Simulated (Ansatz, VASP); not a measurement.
# One calculation of La2O, two programs

Contents of INCAR:

```
ALGO = Normal
EDIFF = 1E-6
EDIFFG = -0.04
ENCUT = 600
GGA = PE
IBRION = 2
ISIF = 3
ISMEAR = 0
LASPH = True
LCHARG = False
LREAL = False
LWAVE = False
NELM = 80
NSW = 90
PREC = Accurate
SIGMA = 0.1
```

The input KPOINTS:

```
k-points
0
Gamma
  6 6 6
```

POSCAR

```
La2O
1.0
    0.0000000000      3.1925913037      3.1925913037
    3.1925913037      0.0000000000      3.1925913037
    3.1925913037      3.1925913037      0.0000000000
La O
2 1
Direct
    0.2500000000      0.2500000000      0.2500000000
    0.7500000000      0.7500000000      0.7500000000
    0.0000000000      0.0000000000      0.0000000000
```

Input for Ansatz:

```yaml
crystal:
  lattice:
    - [0.0, 3.1925913037, 3.1925913037]
    - [3.1925913037, 0.0, 3.1925913037]
    - [3.1925913037, 3.1925913037, 0.0]
  atoms:
    - { symbol: La, position: [0.25, 0.25, 0.25] }
    - { symbol: La, position: [0.75, 0.75, 0.75] }
    - { symbol: O, position: [0.0, 0.0, 0.0] }
basis:
  ecutwfc: 420
kpoints:
  mp_grid: { grid: [6, 6, 6] }
hamiltonian:
  xc: pbe
scf:
  occupations: { method: gaussian, width: 0.1 }
  lower_state_search: "off"
output:
  forces: true
  stress: true
  eigenvalues: true
relax:
  adjacent_minimum: "off"
  f_tol: 0.04
  max_steps: 70
  cell: { stress_tol: 0.4 }
```

Change from the starting cell: species swapped into the Na2S type (Fm-3m, No. 225).

Alike in both runs: task relaxation of cell and atoms; functional PBE; k mesh 6 × 6 × 6; occupations gaussian, width 0.1 eV; no spin polarisation.

```csv
,VASP,Ansatz
version,VASP 6.6.1,Ansatz 0.2.0
potentials or method,"VASP PAW PBE potentials, release 64 (La, O), cutoff 600 eV","scalar-relativistic, plane waves, PAW"
valence electrons in the cell,28,28
```

|  | VASP | Ansatz | Ansatz less VASP |
| --- | --- | --- | --- |
| gap on the k mesh at the Fermi level, each at its own relaxed structure (eV) | none | none | - |
| relaxed volume (Å³/atom) | 21.69 | 21.69 | 0.000 |
| relaxed cell length with the largest relative difference (Å) | 4.515 | 4.515 | 0.0000 |

A gap of «none» marks a metal or a gap that the smearing closes.

Spin-orbit coupling is off throughout. Noted on VASP's run: the relaxation stopped at its first step, so nothing moved.
